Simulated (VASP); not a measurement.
# W (Im-3m) in VASP: a series of runs, part 3 of 3

VASP 6.6.1.

## 5. Single point, PBE+D4+U (14.58 Å³/atom)

This run uses another cell than the first one, of 14.58 Å³/atom.

File INCAR:

```
ALGO = Normal
EDIFF = 1E-6
ENCUT = 500
GGA = PE
GGA_COMPAT = False
ISIF = 2
ISMEAR = 1
IVDW = 13
LASPH = True
LCHARG = False
LDAU = True
LDAUJ = 0
LDAUL = 2
LDAUPRINT = 1
LDAUTYPE = 2
LDAUU = 6
LMAXMIX = 4
LREAL = False
LWAVE = False
NBANDS = 13
NELM = 200
PREC = Accurate
SIGMA = 0.05
```

File KPOINTS:

```
k-points
0
Gamma
  12 12 12
```

File POSCAR:

```
W
1.0
   -1.5389710650      1.5389710650      1.5389710650
    1.5389710650     -1.5389710650      1.5389710650
    1.5389710650      1.5389710650     -1.5389710650
W
1
Direct
    0.0000000000      0.0000000000      0.0000000000
```

Potentials or basis: VASP PAW PBE potentials, release 64 (W_sv).

Launch:

```bash
cat potpaw_PBE.64/W_sv/POTCAR > POTCAR
mpirun -np 1 vasp_std > vasp.out
```

OUTCAR:

```text
EDIFF = 1E-6
   ENCUT = 500
   GGA = PE
   ISIF = 2
   ISMEAR = 1
   IVDW = 13
   LASPH = True
   LREAL = False
   NELM = 200
   PREC = Accurate

 ion  position               nearest neighbor table
   1  0.000  0.000  0.000-

  LATTYP: Found a body centered cubic cell.
 ALAT       =     3.0779421300

  Lattice vectors:

 A1 = (  -1.5389710650,   1.5389710650,   1.5389710650)
 A2 = (   1.5389710650,  -1.5389710650,   1.5389710650)
 A3 = (   1.5389710650,   1.5389710650,  -1.5389710650)

Analysis of symmetry for initial positions (statically):
=====================================================================
 Subroutine PRICEL returns:
 Original cell was already a primitive cell.

 Routine SETGRP: Setting up the symmetry group for a
 body centered cubic supercell.

 Subroutine GETGRP returns: Found 48 space group operations
 (whereof 48 operations were pure point group operations)
 out of a pool of 48 trial point group operations.

The static configuration has the point symmetry O_h .

Analysis of symmetry for dynamics (positions and initial velocities):
=====================================================================
 Subroutine PRICEL returns:
 Original cell was already a primitive cell.

 Routine SETGRP: Setting up the symmetry group for a
 body centered cubic supercell.

 Subroutine GETGRP returns: Found 48 space group operations
 (whereof 48 operations were pure point group operations)
 out of a pool of 48 trial point group operations.

The dynamic configuration has the point symmetry O_h .

 Subroutine INISYM returns: Found 48 space group operations
 (whereof 48 operations are pure point group operations),
 and found     1 'primitive' translations

----------------------------------------------------------------------------------------

                                     Primitive cell

  volume of cell :      14.5798

  direct lattice vectors                    reciprocal lattice vectors
    -1.538971065  1.538971065  1.538971065     0.000000000  0.324892398  0.324892398
     1.538971065 -1.538971065  1.538971065     0.324892398  0.000000000  0.324892398
     1.538971065  1.538971065 -1.538971065     0.324892398  0.324892398  0.000000000

  length of vectors
     2.665576076  2.665576076  2.665576076     0.459467236  0.459467236  0.459467236

  position of ions in fractional coordinates (direct lattice)
     0.000000000  0.000000000  0.000000000

  ion indices of the primitive-cell ions
   primitive index   ion index
                 1           1

----------------------------------------------------------------------------------------

 KPOINTS: k-points

[... 90 lines left out ...]
  Thomas-Fermi vector in A             =   2.709905
   LORBIT       =      0    0 simple, 1 ext, 2 COOP (PROOUT), +10 PAW based schemes
 LDA+U is selected, type is set to LDAUTYPE =  2
   angular momentum for each species LDAUL =     2
   U (eV)           for each species LDAUU =   6.0
   J (eV)           for each species LDAUJ =   0.0
   GGA     = PE    functional components
   LHFCALC =     F    Hartree Fock is set to
   AEXX    =    0.0000 exact exchange contribution
   IVDW    =    13    specifies the selected vdW correction
   LEPSILON=     F    determine dielectric tensor
   LRPA    =     F    only Hartree local field effects (RPA)
 non-spin polarized calculation
 Methfessel and Paxton  Order N= 1 SIGMA  =   0.05
  energy-cutoff  :      500.00
  volume of cell :       14.58
 maximum number of plane-waves:       380
   NGX =  9   NGY =  9   NGZ =  9

atom =   1  type =  1  l = 2

 onsite density matrix

spin component  1

  0.4165 -0.0000 -0.0000 -0.0000  0.0000
 -0.0000  0.4165  0.0000 -0.0000 -0.0000
 -0.0000  0.0000  0.2289  0.0000  0.0000
 -0.0000 -0.0000  0.0000  0.4165 -0.0000
  0.0000 -0.0000  0.0000 -0.0000  0.2289

spin component  2

  0.4165 -0.0000 -0.0000 -0.0000  0.0000
 -0.0000  0.4165  0.0000 -0.0000 -0.0000
 -0.0000  0.0000  0.2289  0.0000  0.0000
 -0.0000 -0.0000  0.0000  0.4165 -0.0000
  0.0000 -0.0000  0.0000 -0.0000  0.2289

 occupancies and eigenvectors

  o =  0.2289  v =  0.0000 -0.0000  1.0000 -0.0000 -0.0014  0.0000  0.0000  0.0000  0.0000  0.0000      0.0000  0.0000  0.0000  0.0000  0.0000  0.0000  0.0000  0.0000  0.0000  0.0000
  o =  0.2289  v =  0.0000  0.0000  0.0000  0.0000  0.0000  0.0000 -0.0000  1.0000 -0.0000 -0.0014      0.0000  0.0000  0.0000  0.0000  0.0000  0.0000  0.0000  0.0000  0.0000  0.0000
  o =  0.2289  v = -0.0000 -0.0000  0.0014  0.0000  1.0000  0.0000  0.0000  0.0000  0.0000  0.0000      0.0000  0.0000  0.0000  0.0000  0.0000  0.0000  0.0000  0.0000  0.0000  0.0000
  o =  0.2289  v =  0.0000  0.0000  0.0000  0.0000  0.0000 -0.0000 -0.0000  0.0014  0.0000  1.0000      0.0000  0.0000  0.0000  0.0000  0.0000  0.0000  0.0000  0.0000  0.0000  0.0000
  o =  0.4165  v =  0.0107  0.9862  0.0000  0.1650  0.0000  0.0000  0.0000  0.0000  0.0000  0.0000      0.0000  0.0000  0.0000  0.0000  0.0000  0.0000  0.0000  0.0000  0.0000  0.0000
  o =  0.4165  v =  0.0000  0.0000  0.0000  0.0000  0.0000  0.0107  0.9862  0.0000  0.1650  0.0000      0.0000  0.0000  0.0000  0.0000  0.0000  0.0000  0.0000  0.0000  0.0000  0.0000
  o =  0.4165  v =  0.0000  0.0000  0.0000  0.0000  0.0000 -0.0414  0.1653 -0.0000 -0.9854  0.0000      0.0000  0.0000  0.0000  0.0000  0.0000  0.0000  0.0000  0.0000  0.0000  0.0000
  o =  0.4165  v = -0.0414  0.1653 -0.0000 -0.9854  0.0000  0.0000  0.0000  0.0000  0.0000  0.0000      0.0000  0.0000  0.0000  0.0000  0.0000  0.0000  0.0000  0.0000  0.0000  0.0000
  o =  0.4165  v =  0.0000  0.0000  0.0000  0.0000  0.0000  0.9991 -0.0037 -0.0000 -0.0426  0.0000      0.0000  0.0000  0.0000  0.0000  0.0000  0.0000  0.0000  0.0000  0.0000  0.0000
  o =  0.4165  v =  0.9991 -0.0037 -0.0000 -0.0426  0.0000  0.0000  0.0000  0.0000  0.0000  0.0000      0.0000  0.0000  0.0000  0.0000  0.0000  0.0000  0.0000  0.0000  0.0000  0.0000

 number of electron      13.9999995 magnetization

 Free energy of the ion-electron system (eV)
  ---------------------------------------------------
  ext. energy  EPLUGINS =         0.00000000
  ---------------------------------------------------
  free energy    TOTEN  =        -6.15544927 eV

  energy without entropy =       -6.15520706  energy(sigma->0) =       -6.15536853

 E-fermi :  12.9980     XC(G=0): -14.1441

 val. band max:       12.9903692752   @ k =  -0.1667   0.1667   0.0833
 cond. band min:      13.0310325692   @ k =  -0.1667   0.1667   0.1667
 fundamental gap:      0.0406632940
 Fermi energy:        12.9980234827

 k-point     1 :       0.0000    0.0000    0.0000
  band No.  band energies     occupation
      1     -61.5505      2.00000
      2     -24.9498      2.00000
      3     -24.9498      2.00000
      4     -24.9498      2.00000
      5       2.6139      2.00000
      6      11.7202      2.00000
      7      11.7202      2.00000
      8      11.7202      2.00000
      9      16.5002      0.00000
     10      16.5003      0.00000
     11      27.4104      0.00000
     12      27.4104      0.00000
     13      27.4104      0.00000
[... 354 lines left out ...]
  band No.  band energies     occupation
      1     -61.3544      2.00000
      2     -26.5163      2.00000
      3     -25.5681      2.00000
      4     -25.0769      2.00000
      5       7.0168      2.00000
      6       9.0486      2.00000
      7      12.7262      2.00000
      8      16.5323      0.00000
      9      17.7035      0.00000
     10      21.3067      0.00000
     11      23.9789      0.00000
     12      25.2888      0.00000
     13      30.2693      0.00000

 [... further k-points ...]

------------------------ aborting loop because EDIFF is reached ----------------------------------------

  DFT-D4 for vdW energy calculation

  Edisp (eV):   -0.78020

  FORCE on cell =-STRESS in cart. coord.  units (eV):
  Direction    XX          YY          ZZ          XY          YZ          ZX
  --------------------------------------------------------------------------------------
  -------------------------------------------------------------------------------------
  Total       4.87607     4.87607     4.87607    -0.00000     0.00000    -0.00000
  in kB     535.83246   535.83246   535.83246    -0.00000     0.00000    -0.00000
  external pressure =      535.83 kB  Pullay stress =        0.00 kB

 VOLUME and BASIS-vectors are now :
 -----------------------------------------------------------------------------
  energy-cutoff  :      500.00
  volume of cell :       14.58
      direct lattice vectors                 reciprocal lattice vectors
    -1.538971065  1.538971065  1.538971065     0.000000000  0.324892398  0.324892398
     1.538971065 -1.538971065  1.538971065     0.324892398  0.000000000  0.324892398
     1.538971065  1.538971065 -1.538971065     0.324892398  0.324892398  0.000000000

 POSITION                                       TOTAL-FORCE (eV/Angst)
 -----------------------------------------------------------------------------------
      0.00000      0.00000      0.00000         0.000000     -0.000000     -0.000000
 -----------------------------------------------------------------------------------
    total drift:                                0.000000     -0.000000      0.000000

  FREE ENERGIE OF THE ION-ELECTRON SYSTEM (eV)
  ---------------------------------------------------
  free  energy   TOTEN  =        -6.9356449230 eV

  energy  without entropy=       -6.9354027186  energy(sigma->0) =       -6.93556419
```

Run time: 7.8 s. Hardware: 1 thread of Intel Xeon Platinum 8488C (Sapphire Rapids), shared host; peak memory 0.13 GiB.

Results:

```
Free energy                : -6.9356 eV
Pressure                   : 53.6 GPa
Band gap on the k mesh     : zero (bands 7 and 8 overlap by 7.17 eV)
Dispersion energy per atom : -0.780 eV
```

Levels at points of the mesh, in eV from the Fermi level:
```tsv
k point	band 4	band 5	band 6	band 7	band 8	band 9	band 10	band 11
(0.00, 0.00, 0.00)	-37.95	-10.38	-1.28	-1.28	-1.28	3.50	3.50	14.41
(0.50, 0.00, 0.00)	-37.96	-6.69	-3.91	0.71	3.21	4.65	7.03	11.41
(0.50, 0.50, 0.50)	-39.11	-5.72	-5.72	5.89	5.89	5.89	8.66	8.66
```

Eigenvalues of the final occupation matrices:
| site | spin | trace | eigenvalues |
| --- | --- | --- | --- |
| site 1 d | 1 | 1.71 | 0.23 0.23 0.42 0.42 0.42 |
| site 1 d | 2 | 1.71 | 0.23 0.23 0.42 0.42 0.42 |

Caveat: the cell stands under pressure; spin-orbit coupling is left out, which moves the levels of the heavy elements; U without spin polarisation on a metal has little footing; the U is typed as a test and isn't derived for this compound.

## 6. Overview

| level | U | cell | k mesh | cutoff (eV) | smearing | grid for exact exchange (PRECFOCK) | share of exact exchange | gap on the mesh (eV) | pressure (GPa) |
| --- | --- | --- | --- | --- | --- | --- | --- | --- | --- |
| PBEsol-based global hybrid with 25 % exact exchange | - | a = 2.741 Å, angles 109.5°, 1 atom | 6 × 6 × 6 | 520 | fermi-dirac 0.05 eV | Normal | 0.25 | none | -9.9 |
| PBE | - | a = 2.741 Å, angles 109.5°, 1 atom | 12 × 12 × 12 | 500 | methfessel-paxton 0.025 eV | - | - | none | 6.7 |
| RPBE | - | a = 2.871 Å, angles 109.5°, 1 atom | 12 × 12 × 12 | 500 | tetrahedron | - | - | none | -25.2 |
| PBE+D4+U | W d U = 6.0 eV | a = 2.666 Å, angles 109.5°, 1 atom | 12 × 12 × 12 | 500 | methfessel-paxton 0.05 eV | - | - | none | 53.6 |

Alike in all rows: task single point; potentials or basis VASP PAW PBE potentials, release 64 (W_sv); no spin polarisation.

Caveats: some runs use coarse meshes; spin-orbit coupling is left out, which moves the levels of the heavy elements; the PAW data sets were made with another functional, which shifts forces and pressure a little (at least some runs); the cell stands under pressure (at least some runs); the cell stands under tension (at least some runs); U without spin polarisation on a metal has little footing (at least some runs); the U is typed as a test and isn't derived for this compound (at least some runs).

Absolute energies hang on the potentials; compare differences alone.
